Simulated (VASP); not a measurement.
# Ca (P-1) in VASP: phonons with revPBE+D4

Aim: the phonons of Ca with revPBE+D4.

All numbers are computed with VASP 6.6.1; they aren't measurements. Logs are shortened: lines on timing, memory, paths and dates and some standing lists are left out, and cuts for length are marked.

### 1 The cell of the first run

The typed cell holds 1 atom: a = 3.901 Å, b = 3.800 Å, c = 3.988 Å, α = 109.46°, β = 112.90°, γ = 106.84°.

### 2 Phonons, revPBE+D4 (the cell strained at random)

File INCAR:

```
SYSTEM = Ca
PREC = Accurate
ENCUT = 520
EDIFF = 1E-8
ISMEAR = -1
SIGMA = 0.02
LREAL = .FALSE.
LASPH = .TRUE.
NELM = 60
ALGO = Normal
ISIF = 2
LWAVE = .FALSE.
LCHARG = .TRUE.
GGA = RE
IVDW = 13
IBRION = 6
NFREE = 2
POTIM = 0.015
NSW = 1
```

File KPOINTS:

```
regular mesh
0
G
  6 6 6
  0 0 0
```

File POSCAR:

```
Ca
1.0
   -2.2731180000      2.1418110000      2.3373330000
    2.1679220000     -2.1612850000      2.2516110000
    2.3296730000      2.2178410000     -2.3568070000
Ca
1
Direct
    0.0000000000      0.0000000000      0.0000000000
```

Potentials or basis: VASP PAW PBE potentials, release 64 (Ca_sv).

Launch:

```sh
$ cat potpaw_PBE.64/Ca_sv/POTCAR > POTCAR
$ mpirun -np 1 vasp_std > vasp.out
```

OUTCAR:

```text
SYSTEM = Ca
   PREC = Accurate
   ENCUT = 520
   EDIFF = 1E-8
   ISMEAR = -1
   LREAL = .FALSE.
   LASPH = .TRUE.
   NELM = 60
   ISIF = 2
   GGA = RE
   IVDW = 13
   IBRION = 6
   NFREE = 2
   POTIM = 0.015
   NSW = 1

 ion  position               nearest neighbor table
   1  0.000  0.000  0.000-

  LATTYP: Found a triclinic cell.
 ALAT       =     3.8423366559
 B/A-ratio  =     1.6513326058
 C/A-ratio  =     0.9890086123
 COS(alpha) =     0.0019762101
 COS(beta)  =     0.3490858031
 COS(gamma) =     0.8023438044

  Lattice vectors:

 A1 = (  -2.2244770000,  -2.1983670000,  -2.2321370000)
 A2 = (  -4.5541500000,  -4.4162080000,   0.1246700000)
 A3 = (  -2.1679220000,   2.1612850000,  -2.2516110000)

Analysis of symmetry for initial positions (statically):
=====================================================================
 Subroutine PRICEL returns:
 Original cell was already a primitive cell.

 Routine SETGRP: Setting up the symmetry group for a
 triclinic supercell.

 Subroutine GETGRP returns: Found  2 space group operations
 (whereof  2 operations were pure point group operations)
 out of a pool of  2 trial point group operations.

The static configuration has the point symmetry S_2 .

Analysis of symmetry for dynamics (positions and initial velocities):
=====================================================================
 Subroutine PRICEL returns:
 Original cell was already a primitive cell.

 Routine SETGRP: Setting up the symmetry group for a
 triclinic supercell.

 Subroutine GETGRP returns: Found  2 space group operations
 (whereof  2 operations were pure point group operations)
 out of a pool of  2 trial point group operations.

The dynamic configuration has the point symmetry S_2 .

 Subroutine INISYM returns: Found  2 space group operations
 (whereof  2 operations are pure point group operations),
 and found     1 'primitive' translations

----------------------------------------------------------------------------------------

                                     Primitive cell

  volume of cell :      44.9577

  direct lattice vectors                    reciprocal lattice vectors
    -2.273118000  2.141811000  2.337333000     0.002224679  0.230325239  0.218943483
     2.167922000 -2.161285000  2.251611000     0.227584374 -0.001955642  0.223123856
     2.329673000  2.217841000 -2.356807000     0.219632449  0.226553738  0.005996230

  length of vectors
     3.900967233  3.800104044  3.987572473     0.317790676  0.318720453  0.315596204

[... 115 lines left out ...]
   NGX = 15   NGY = 15   NGZ = 15

--------------------------------------- Ionic step        1  -------------------------------------------

 number of electron      10.0000001 magnetization

 Free energy of the ion-electron system (eV)
  ---------------------------------------------------
  ext. energy  EPLUGINS =         0.00000000
  ---------------------------------------------------
  free energy    TOTEN  =        -1.74072401 eV

  energy without entropy =       -1.73801021  energy(sigma->0) =       -1.73936711

------------------------ aborting loop because EDIFF is reached ----------------------------------------

  DFT-D4 for vdW energy calculation

  Edisp (eV):   -0.23144
[... 225 lines left out ...]
--------------------------------------- Ionic step        7  -------------------------------------------

 number of electron      10.0000000 magnetization

 Free energy of the ion-electron system (eV)
  ---------------------------------------------------
  ext. energy  EPLUGINS =         0.00000000
  ---------------------------------------------------
  free energy    TOTEN  =        -1.74072305 eV

  energy without entropy =       -1.73800922  energy(sigma->0) =       -1.73936614

 E-fermi :   1.8545     XC(G=0):  -7.4485

 val. band max:        1.8540971270   @ k =   0.3333   0.5000   0.5000
 cond. band min:       1.8680998514   @ k =   0.3333   0.0000   0.3333
 fundamental gap:      0.0140027244
 Fermi energy:         1.8544700518

 k-point     1 :       0.0000    0.0000    0.0000
  band No.  band energies     occupation
      1     -40.4807      2.00000
      2     -21.3627      2.00000
      3     -21.3592      2.00000
      4     -21.3499      2.00000
      5      -2.1028      2.00000
      6       3.9131      0.00000
      7       4.0186      0.00000
      8       4.2886      0.00000
      9       4.9558      0.00000
[... 265 lines left out ...]
 k-point    24 :       0.5000   -0.0000    0.1667
  band No.  band energies     occupation
      1     -40.4701      2.00000
      2     -21.4519      2.00000
      3     -21.4009      2.00000
      4     -21.3628      2.00000
      5       0.6870      2.00000
      6       2.3303      0.00000
      7       2.9717      0.00000
      8       4.9954      0.00000
      9       5.2470      0.00000

 [... further k-points ...]

------------------------ aborting loop because EDIFF is reached ----------------------------------------

  DFT-D4 for vdW energy calculation

  Edisp (eV):   -0.23144
[... 24 lines left out ...]
  FREE ENERGIE OF THE ION-ELECTRON SYSTEM (eV)
  ---------------------------------------------------
  free  energy   TOTEN  =        -1.9721655394 eV

  energy  without entropy=       -1.9694517098  energy(sigma->0) =       -1.97080862

 INTERNAL STRAIN TENSORS FROM DISPLACED ATOMS
 ============================================

 INTERNAL STRAIN TENSOR FOR ION    1 for displacements in x,y,z  (eV/Angst):
          X           Y           Z          XY          YZ          ZX
  --------------------------------------------------------------------------------
  x     0.00000     0.00000     0.00000     0.00000     0.00000     0.00000
  y     0.00000     0.00000     0.00000     0.00000     0.00000     0.00000
  z     0.00000     0.00000     0.00000     0.00000     0.00000     0.00000

 Eigenvectors and eigenvalues of the dynamical matrix
 ----------------------------------------------------

   1 f  =    0.000000 THz     0.000000 2PiTHz    0.000000 cm-1     0.000000 meV
             X         Y         Z           dx          dy          dz
      0.000000  0.000000  0.000000     0.912713    0.188557    0.362493

   2 f/i=    0.000000 THz     0.000000 2PiTHz    0.000000 cm-1     0.000000 meV
             X         Y         Z           dx          dy          dz
      0.000000  0.000000  0.000000    -0.076186    0.950131   -0.302401

   3 f/i=    0.000000 THz     0.000000 2PiTHz    0.000000 cm-1     0.000000 meV
             X         Y         Z           dx          dy          dz
      0.000000  0.000000  0.000000    -0.401436    0.248389    0.881562

 ELASTIC MODULI CONTR FROM IONIC RELAXATION (kBar)
 Direction    XX          YY          ZZ          XY          YZ          ZX
 --------------------------------------------------------------------------------
 XX           0.0000      0.0000      0.0000      0.0000      0.0000      0.0000
 YY           0.0000      0.0000      0.0000      0.0000      0.0000      0.0000
 ZZ           0.0000      0.0000      0.0000      0.0000      0.0000      0.0000
 XY           0.0000      0.0000      0.0000      0.0000      0.0000      0.0000
 YZ           0.0000      0.0000      0.0000      0.0000      0.0000      0.0000
 ZX           0.0000      0.0000      0.0000      0.0000      0.0000      0.0000
 --------------------------------------------------------------------------------
```

OSZICAR:

```text
N       E                     dE             d eps       ncg     rms          rms(c)
DAV:   1     0.620381068877E+02    0.62038E+02   -0.51192E+03  2016   0.100E+03
DAV:   2    -0.430458024505E+00   -0.62469E+02   -0.62173E+02  2066   0.225E+02
[... 61 lines left out ...]
DAV:   2    -0.174093170631E+01   -0.64940E-02   -0.72649E-02  2117   0.345E+00    0.156E-01
DAV:   3    -0.174070876319E+01    0.22294E-03   -0.13134E-03  2649   0.546E-01    0.404E-03
DAV:   4    -0.174072266672E+01   -0.13904E-04   -0.14703E-04  2703   0.139E-01    0.165E-03
DAV:   5    -0.174072309460E+01   -0.42788E-06   -0.43997E-06  3205   0.158E-02    0.296E-04
DAV:   6    -0.174072308067E+01    0.13933E-07   -0.84407E-08  2835   0.275E-03    0.202E-04
DAV:   7    -0.174072304335E+01    0.37317E-07   -0.40012E-09  2110   0.796E-04    0.326E-05
DAV:   8    -0.174072305030E+01   -0.69494E-08   -0.43679E-10  1377   0.265E-04
   7 F= -.19721655E+01 E0= -.19708086E+01  d E =-.271383E-02
```

stdout:

```text
POSCAR found type information on POSCAR Ca
 POSCAR found :  1 types and       1 ions
 scaLAPACK will be used
 -----------------------------------------------------------------------------
|                                                                             |
|                                                                             |
|     You enforced a specific xc type in the INCAR file but a different       |
|     I HOPE YOU KNOW WHAT YOU ARE DOING!                                     |
|                                                                             |
 -----------------------------------------------------------------------------

 LDA part: xc-table for (Slater+PW92), standard interpolation
 POSCAR, INCAR and KPOINTS ok, starting setup
 FFT: planning ... GRIDC
 FFT: planning ... GRID_SOFT
 FFT: planning ... GRID
 WAVECAR not read
 entering main loop
 Found     3 degrees of freedom:
 Finite differences POTIM= 0.01500 DOF=   3
 bond charge predicted
 Finite differences progress:
 bond charge predicted
 Finite differences progress:
 bond charge predicted
 Finite differences progress:
 bond charge predicted
 Finite differences progress:
 bond charge predicted
 Finite differences progress:
 bond charge predicted
 Finite differences progress:
```

Run time: 2 min. Hardware: 1 thread of Intel Xeon Platinum 8488C (Sapphire Rapids), shared host; peak memory 0.22 GiB.

Results:

| Quantity | Value |
| --- | --- |
| Dispersion energy per atom | -0.231 eV |

Caveat: the cell differs from its parent crystal (the cell strained at random).
